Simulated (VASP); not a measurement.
# MgO (Fm-3m) in VASP: a series of runs

Runs on MgO. Level: PBE. Tasks: single point, relaxation of cell and atoms.

Everything below comes from runs of VASP 6.6.1. Logs are shortened: lines on timing, memory, paths and dates and some standing lists are left out, and cuts for length are marked.

**The experiment to reproduce.**

“Electronic structure of alkaline earth and post-transition metal oxides”, 2009, arxiv:0908.1581 quotes, for a bulk crystal of MgO: band gap 7.83 eV.

How close the calculation comes is told below.

### 1 The cell of the first run

The structure is cubic, space group Fm-3m (No. 225). The conventional cell has a = 4.248 Å, b = 4.248 Å, c = 4.248 Å, α = 90.00°, β = 90.00°, γ = 90.00°. Mg (site symmetry m-3m) has 6 O at 2.12 Å within 2.8 Å. O (site symmetry m-3m) has 6 Mg at 2.12 Å within 2.8 Å.

### 2 Single point, PBE

File INCAR:

```
  ALGO = Normal
  EDIFF = 1E-6
  ENCUT = 600
  GGA = PE
  GGA_COMPAT = False
  ISIF = 2
  ISMEAR = 0
  LASPH = True
  LCHARG = True
  LELF = True
  LREAL = False
  LVHAR = True
  LWAVE = False
  NBANDS = 11
  NELM = 120
  PREC = Accurate
  SIGMA = 0.02
```

File KPOINTS:

```
k-points
0
Gamma
  10 10 10
```

File POSCAR:

```
MgO
1.0
    0.0000000000      2.1239799322      2.1239799322
    2.1239799322      0.0000000000      2.1239799322
    2.1239799322      2.1239799322      0.0000000000
Mg O
1 1
Direct
    0.0000000000      0.0000000000      0.0000000000
    0.5000000000      0.5000000000      0.5000000000
```

Potentials or basis: VASP PAW PBE potentials, release 64 (Mg, O).

Command:

```console
$ cat potpaw_PBE.64/Mg/POTCAR potpaw_PBE.64/O/POTCAR > POTCAR
$ mpirun -np 1 vasp_std > vasp.out
```

OUTCAR:

```text
EDIFF = 1E-6
   ENCUT = 600
   GGA = PE
   ISIF = 2
   ISMEAR = 0
   LASPH = True
   LREAL = False
   NELM = 120
   PREC = Accurate

 ion  position               nearest neighbor table
   1  0.000  0.000  0.000-   2 2.12   2 2.12   2 2.12   2 2.12   2 2.12   2 2.12
   2  0.500  0.500  0.500-   1 2.12   1 2.12   1 2.12   1 2.12   1 2.12   1 2.12

  LATTYP: Found a face centered cubic cell.
 ALAT       =     4.2479598644

  Lattice vectors:

 A1 = (   0.0000000000,   2.1239799322,   2.1239799322)
 A2 = (   2.1239799322,   0.0000000000,   2.1239799322)
 A3 = (   2.1239799322,   2.1239799322,   0.0000000000)

Analysis of symmetry for initial positions (statically):
=====================================================================
 Subroutine PRICEL returns:
 Original cell was already a primitive cell.

 Routine SETGRP: Setting up the symmetry group for a
 face centered cubic supercell.

 Subroutine GETGRP returns: Found 48 space group operations
 (whereof 48 operations were pure point group operations)
 out of a pool of 48 trial point group operations.

The static configuration has the point symmetry O_h .

Analysis of symmetry for dynamics (positions and initial velocities):
=====================================================================
 Subroutine PRICEL returns:
 Original cell was already a primitive cell.

 Routine SETGRP: Setting up the symmetry group for a
 face centered cubic supercell.

 Subroutine GETGRP returns: Found 48 space group operations
 (whereof 48 operations were pure point group operations)
 out of a pool of 48 trial point group operations.

The dynamic configuration has the point symmetry O_h .

 Subroutine INISYM returns: Found 48 space group operations
 (whereof 48 operations are pure point group operations),
 and found     1 'primitive' translations

----------------------------------------------------------------------------------------

                                     Primitive cell

  volume of cell :      19.1638

  direct lattice vectors                    reciprocal lattice vectors
     0.000000000  2.123979932  2.123979932    -0.235407121  0.235407121  0.235407121
     2.123979932  0.000000000  2.123979932     0.235407121 -0.235407121  0.235407121
     2.123979932  2.123979932  0.000000000     0.235407121  0.235407121 -0.235407121

  length of vectors
     3.003761226  3.003761226  3.003761226     0.407737093  0.407737093  0.407737093

  position of ions in fractional coordinates (direct lattice)
     0.000000000  0.000000000  0.000000000
     0.500000000  0.500000000  0.500000000

  ion indices of the primitive-cell ions
   primitive index   ion index
                 1           1
                 2           2

----------------------------------------------------------------------------------------

 KPOINTS: k-points

Automatic generation of k-mesh.
 Grid dimensions read from file:
 generate k-points for:   10   10   10

 Generating k-lattice:

  Cartesian coordinates                     Fractional coordinates (reciprocal lattice)
    -0.023540712  0.023540712  0.023540712     0.100000000  0.000000000  0.000000000
     0.023540712 -0.023540712  0.023540712     0.000000000  0.100000000  0.000000000
     0.023540712  0.023540712 -0.023540712     0.000000000  0.000000000  0.100000000

  Length of vectors
     0.040773709  0.040773709  0.040773709

  Shift w.r.t. Gamma in fractional coordinates (k-lattice)
     0.000000000  0.000000000  0.000000000

 Subroutine IBZKPT returns following result:
 ===========================================

 Found     47 irreducible k-points:

 Following reciprocal coordinates:
            Coordinates               Weight
  0.000000  0.000000  0.000000      1.000000
  0.100000  0.000000  0.000000      8.000000
  0.200000  0.000000  0.000000      8.000000
  0.300000  0.000000  0.000000      8.000000
  0.400000  0.000000  0.000000      8.000000
  0.500000  0.000000  0.000000      4.000000
[... 16 lines left out ...]
  0.300000  0.300000  0.000000      6.000000
  0.400000  0.300000  0.000000     24.000000
 [... further k-points ...]
   k-points           NKPTS =     47   k-points in BZ     NKDIM =     47   number of bands    NBANDS=     11
   number of dos      NEDOS =    301   number of ions     NIONS =      2
   total plane-waves  NPLWV =  13824
   dimension x,y,z NGX =    24 NGY =   24 NGZ =   24
   dimension x,y,z NGXF=    48 NGYF=   48 NGZF=   48
   ions per type =               1   1
   NGX,Y,Z   is equivalent  to a cutoff of  13.28, 13.28, 13.28 a.u.
   NGXF,Y,Z  is equivalent  to a cutoff of  26.57, 26.57, 26.57 a.u.
 SYSTEM =  unknown system
   PREC   = accura    normal or accurate (medium, high low for compatibility)
   ISTART =      0    job   : 0-new  1-cont  2-samecut
   ICHARG =      2    charge: 1-file 2-atom 10-const
   ISPIN  =      1    spin polarized calculation?
   LNONCOLLINEAR =      F non collinear calculations
   LSORBIT =      F    spin-orbit coupling
   LASPH  =      T    aspherical Exc in radial PAW
   ENCUT  =  600.0 eV  44.10 Ry    6.64 a.u.   6.00  6.00  6.00*2*pi/ulx,y,z
   NELM   =    120;   NELMIN=  2; NELMDL= -5     # of ELM steps
   EDIFF  = 0.1E-05   stopping-criterion for ELM
   LREAL  =      F    real-space projection
   EDIFFG = 0.1E-04   stopping-criterion for IOM
   NSW    =      0    number of steps for IOM
   IBRION =     -1    ionic relax: 0-MD 1-quasi-New 2-CG
   NFREE  =      0    steps in history (QN), initial steepest desc. (CG)
   ISIF   =      2    stress and relaxation
   ISYM   =      2    0-nonsym 1-usesym 2-fastsym
   POTIM  = 0.5000    time-step for ionic-motion
   TEBEG  =    0.0;   TEEND  =   0.0 temperature during run
   PSTRESS=    0.0 pullay stress
   NELECT =       8.0000    total number of electrons
   NUPDOWN=      -1.0000    fix difference up-down
   EMIN   =  10.00;   EMAX   =-10.00  energy-range for DOS
   EFERMI =   0.00;   METHOD = LEGACY
   ISMEAR =     0;   SIGMA  =   0.02  broadening in eV -4-tet -1-fermi 0-gaus
   EFERMI_NEDOS =   21; number of points for ismear=-14 and -15
   IALGO  =     38    algorithm
   IMIX   =      4    mixing-type and parameters
     AMIX     =   0.40;   BMIX     =  1.00
     AMIX_MAG =   1.60;   BMIX_MAG =  1.00
  volume/ion in A,a.u.               =       9.58        64.66
  Fermi-wavevector in a.u.,A,eV,Ry     =   1.223520  2.312118 20.367939  1.497001
  Thomas-Fermi vector in A             =   2.358628
   LORBIT       =      0    0 simple, 1 ext, 2 COOP (PROOUT), +10 PAW based schemes
   GGA     = PE    functional components
   LHFCALC =     F    Hartree Fock is set to
   AEXX    =    0.0000 exact exchange contribution
   IVDW    =     0    specifies the selected vdW correction
   LEPSILON=     F    determine dielectric tensor
   LRPA    =     F    only Hartree local field effects (RPA)
 non-spin polarized calculation
 Gauss-broadening in eV      SIGMA  =   0.02
  energy-cutoff  :      600.00
  volume of cell :       19.16
 maximum number of plane-waves:       652
   NGX = 11   NGY = 11   NGZ = 11

 number of electron       8.0000004 magnetization

 Free energy of the ion-electron system (eV)
  ---------------------------------------------------
  ext. energy  EPLUGINS =         0.00000000
  ---------------------------------------------------
  free energy    TOTEN  =       -11.91497543 eV

  energy without entropy =      -11.91497543  energy(sigma->0) =      -11.91497543

 E-fermi :   3.2035     XC(G=0): -10.9583

 val. band max:        2.9967501645   @ k =   0.0000   0.0000   0.0000
 cond. band min:       7.4803883360   @ k =   0.0000   0.0000   0.0000
 fundamental gap:      4.4836381715
 Fermi energy:         3.2034885240

 k-point     1 :       0.0000    0.0000    0.0000
  band No.  band energies     occupation
      1     -14.1374      2.00000
      2       2.9967      2.00000
      3       2.9968      2.00000
      4       2.9968      2.00000
      5       7.4804      0.00000
      6      18.6542      0.00000
      7      18.6542      0.00000
      8      18.6542      0.00000
      9      22.5031      0.00000
     10      24.2493      0.00000
     11      24.2493      0.00000

 k-point     2 :       0.1000    0.0000    0.0000
  band No.  band energies     occupation
      1     -14.0365      2.00000
      2       2.3496      2.00000
      3       2.9321      2.00000
      4       2.9321      2.00000
      5       8.1119      0.00000
      6      17.4113      0.00000
      7      18.8844      0.00000
      8      18.8844      0.00000
      9      23.4835      0.00000
     10      23.4835      0.00000
     11      24.1108      0.00000

 k-point     3 :       0.2000    0.0000    0.0000
  band No.  band energies     occupation
      1     -13.7593      2.00000
      2       1.0541      2.00000
      3       2.7684      2.00000
      4       2.7684      2.00000
      5       9.3105      0.00000
      6      15.8912      0.00000
      7      19.3354      0.00000
      8      19.3354      0.00000
      9      22.7855      0.00000
     10      22.7855      0.00000
     11      24.8541      0.00000

 k-point     4 :       0.3000    0.0000    0.0000
  band No.  band energies     occupation
      1     -13.3861      2.00000
      2      -0.2309      2.00000
      3       2.5758      2.00000
      4       2.5758      2.00000
      5      10.2710      0.00000
      6      15.1555      0.00000
      7      19.4045      0.00000
      8      19.4045      0.00000
      9      23.2370      0.00000
     10      23.2370      0.00000
     11      24.2347      0.00000
[... 239 lines left out ...]
 k-point    22 :      -0.2000    0.2000    0.0000
  band No.  band energies     occupation
      1     -13.2749      2.00000
      2      -0.0390      2.00000
      3       1.7013      2.00000
      4       2.5742      2.00000
      5      11.1975      0.00000
      6      14.7642      0.00000
      7      17.8210      0.00000
      8      20.4850      0.00000
      9      21.2858      0.00000
     10      24.0615      0.00000
     11      27.3847      0.00000

 k-point    23 :       0.3000    0.3000    0.0000
  band No.  band energies     occupation
      1     -13.1925      2.00000
      2      -0.0873      2.00000
      3       2.0857      2.00000
      4       2.0857      2.00000
      5      11.5837      0.00000
      6      13.3782      0.00000
      7      17.1482      0.00000
      8      20.6251      0.00000
      9      20.6251      0.00000
     10      26.8571      0.00000
     11      29.8563      0.00000

 k-point    24 :       0.4000    0.3000    0.0000
  band No.  band energies     occupation
      1     -12.9575      2.00000
      2      -0.4958      2.00000
      3       1.7303      2.00000
      4       1.9428      2.00000
      5      12.3216      0.00000
      6      13.0945      0.00000
      7      16.3300      0.00000
      8      20.8422      0.00000
      9      21.0442      0.00000
     10      27.5725      0.00000
     11      29.4664      0.00000

 [... further k-points ...]

------------------------ aborting loop because EDIFF is reached ----------------------------------------

  FORCE on cell =-STRESS in cart. coord.  units (eV):
  Direction    XX          YY          ZZ          XY          YZ          ZX
  --------------------------------------------------------------------------------------
  -------------------------------------------------------------------------------------
  Total       -0.0439787     -0.0439787     -0.0439787     -0.0000000      0.0000000     -0.0000000
  in kB       -3.6768120     -3.6768120     -3.6768120     -0.0000000      0.0000000     -0.0000000
  external PRESSURE =      -3.6768120 kB  Pullay stress =       0.0000000 kB

 VOLUME and BASIS-vectors are now :
 -----------------------------------------------------------------------------
  energy-cutoff  :      600.00
  volume of cell :       19.16
      direct lattice vectors                 reciprocal lattice vectors
     0.000000000  2.123979932  2.123979932    -0.235407121  0.235407121  0.235407121
     2.123979932  0.000000000  2.123979932     0.235407121 -0.235407121  0.235407121
     2.123979932  2.123979932  0.000000000     0.235407121  0.235407121 -0.235407121

 POSITION                                       TOTAL-FORCE (eV/Angst)
 -----------------------------------------------------------------------------------
      0.00000      0.00000      0.00000         0.000000      0.000000      0.000000
      2.12398      2.12398      2.12398        -0.000000     -0.000000     -0.000000
 -----------------------------------------------------------------------------------
    total drift:                               -0.000000     -0.000000      0.000000

  FREE ENERGIE OF THE ION-ELECTRON SYSTEM (eV)
  ---------------------------------------------------
  free  energy   TOTEN  =       -11.9149754276 eV

  energy  without entropy=      -11.9149754276  energy(sigma->0) =      -11.91497543
```

Wall time 18 s (1 thread of AMD EPYC 7R43 (Zen 3), shared host); peak memory 0.11 GiB.

Results:

| Quantity | Value |
| --- | --- |
| Free energy | -11.9150 eV |
| Pressure | -0.4 GPa |
| Band gap on the k mesh | 4.48 eV |

Levels at points of the mesh, in eV from the valence-band top:
```csv
k point,band 1,band 2,band 3,band 4,band 5,band 6,band 7,band 8
"(0.00, 0.00, 0.00)",-17.13,0.00,0.00,0.00,4.48,15.66,15.66,15.66
"(0.50, 0.00, 0.00)",-15.91,-4.51,-0.63,-0.63,7.74,12.32,16.05,16.05
"(0.50, 0.50, 0.00)",-15.66,-3.98,-1.31,-1.31,9.09,9.70,12.83,18.59
```

### 3 Single point, PBE

File INCAR:

```
SYSTEM = MgO
ALGO = Normal ; EDIFF = 1E-6
ENCUT = 600 ; GGA = PE
GGA_COMPAT = .False. ; ISIF = 2
ISMEAR = 0 ; LASPH = .True.
LCHARG = .False. ; LREAL = .False.
LWAVE = .False. ; NBANDS = 11
NELM = 120 ; PREC = Accurate
SIGMA = 0.02
```

File KPOINTS:

```
k-points
0
Gamma
  10 10 10
  0 0 0
```

POSCAR is that of step 2.

Potentials or basis: VASP PAW PBE potentials, release 64 (Mg, O).

Command:

```console
$ cat potpaw_PBE.64/Mg/POTCAR potpaw_PBE.64/O/POTCAR > POTCAR
$ mpirun -np 1 vasp_std > vasp.out
```

It took 17 s on 1 thread of AMD EPYC 7R43 (Zen 3), shared host; peak memory 0.11 GiB.

It converged, with:

```yaml
Free_energy: -11.9150 eV
Pressure: -0.4 GPa
Band_gap_on_the_k_mesh: 4.48 eV
```

Levels at points of the mesh, in eV from the valence-band top:
```csv
k point,band 1,band 2,band 3,band 4,band 5,band 6,band 7,band 8,band 9
"(0.00, 0.00, 0.00)",-17.13,0.00,0.00,0.00,4.48,15.66,15.66,15.66,19.51
"(0.50, 0.00, 0.00)",-15.91,-4.51,-0.63,-0.63,7.74,12.32,16.05,16.05,20.51
"(0.50, 0.50, 0.00)",-15.66,-3.98,-1.31,-1.31,9.09,9.70,12.83,18.59,18.59
```

### 4 Relaxation of cell and atoms, PBE, target pressure 0.61 GPa, at which the enthalpy is minimised

This run uses another cell than the first one, of 9.37 Å³/atom.

File INCAR:

```
SYSTEM = MgO
ALGO = Normal ; EDIFF = 1E-7
EDIFFG = -0.002 ; ENCUT = 600
GGA = PE ; GGA_COMPAT = .FALSE.
IBRION = 2 ; ISIF = 3
ISMEAR = 0 ; LASPH = .TRUE.
LCHARG = .FALSE. ; LREAL = .FALSE.
LWAVE = .FALSE. ; NELM = 120
NELMIN = 4 ; NSW = 100
PREC = Accurate ; PSTRESS = 6.1
SIGMA = 0.02
```

File KPOINTS:

```
k-points
0
G
  10 10 10
  0 0 0
```

File POSCAR:

```
MgO
1.0
    0.0000000000      2.1085000000      2.1085000000
    2.1085000000      0.0000000000      2.1085000000
    2.1085000000      2.1085000000      0.0000000000
Mg O
1 1
Direct
    0.0000000000      0.0000000000      0.0000000000
    0.5000000000      0.5000000000      0.5000000000
```

Command:

```console
$ cat potpaw_PBE.64/Mg/POTCAR potpaw_PBE.64/O/POTCAR > POTCAR
$ mpirun -np 1 vasp_std > vasp.out
```

Wall time 30 s (1 thread of AMD EPYC 7R43 (Zen 3), shared host); peak memory 0.11 GiB.

Results (log left out):

```
Free energy                                                : -11.9140 eV
Relaxed volume                                             : 9.52 Å³/atom
Relaxed cell                                               : a = 2.998 Å, b = 2.998 Å, c = 2.998 Å, α = 60.00°, β = 60.00°, γ = 60.00°
Space group after relaxing (to 0.1 Å)                      : Fm-3m (No. 225)
Energy change on relaxing (the run minimises the enthalpy) : -1.7 meV/atom
Ionic steps                                                : 3
Pressure after relaxing                                    : 0.6 GPa
Band gap on the k mesh                                     : 4.54 eV
```

The path:
```csv
step,energy change (eV),largest force (eV/Å),pressure (GPa),volume (Å³)
1,0.0000,0.0000,3.12,18.75
2,-0.0036,0.0000,-0.21,19.15
3,-0.0034,0.0000,0.61,19.05
```

Final structure:
```cif
data_structure
_symmetry_space_group_name_H-M 'P 1'
_symmetry_Int_Tables_number 1
_cell_length_a 2.9976
_cell_length_b 2.9976
_cell_length_c 2.9976
_cell_angle_alpha 60.000
_cell_angle_beta 60.000
_cell_angle_gamma 60.000
_cell_volume 19.05
loop_
_atom_site_label
_atom_site_type_symbol
_atom_site_fract_x
_atom_site_fract_y
_atom_site_fract_z
_atom_site_occupancy
Mg1 Mg 0.00000 0.00000 0.00000 1
O1 O 0.50000 0.50000 0.50000 1
```

Levels at points of the mesh, in eV from the valence-band top:
| k point | band 1 | band 2 | band 3 | band 4 | band 5 | band 6 | band 7 | band 8 |
| --- | --- | --- | --- | --- | --- | --- | --- | --- |
| (0.00, 0.00, 0.00) | -17.16 | 0.00 | 0.00 | 0.00 | 4.54 | 15.69 | 15.69 | 15.69 |
| (0.50, 0.00, 0.00) | -15.93 | -4.53 | -0.63 | -0.63 | 7.78 | 12.39 | 16.11 | 16.11 |
| (0.50, 0.50, 0.00) | -15.68 | -4.01 | -1.32 | -1.32 | 9.10 | 9.76 | 12.89 | 18.68 |

Caveat: the cell is relaxed towards a set pressure, so the run minimises the enthalpy, not the energy. Zero-point motion and thermal expansion aren't in these numbers.

### 5 How close it comes

Step 2. Against the measured gap of MgO, 7.83 eV (quoted in “Electronic structure of alkaline earth and post-transition metal oxides”, 2009, arxiv:0908.1581), the calculated 4.48 eV is off by -3.35 eV. The value is that of PBE, without temperature or zero-point motion. Semilocal functionals fall short of measured gaps as a rule.

Step 3. A measured gap of MgO is 7.83 eV (quoted in “Electronic structure of alkaline earth and post-transition metal oxides”, 2009, arxiv:0908.1581); the calculated 4.48 eV misses it by -3.35 eV. The value is that of PBE, without temperature or zero-point motion. Semilocal functionals fall short of measured gaps as a rule.
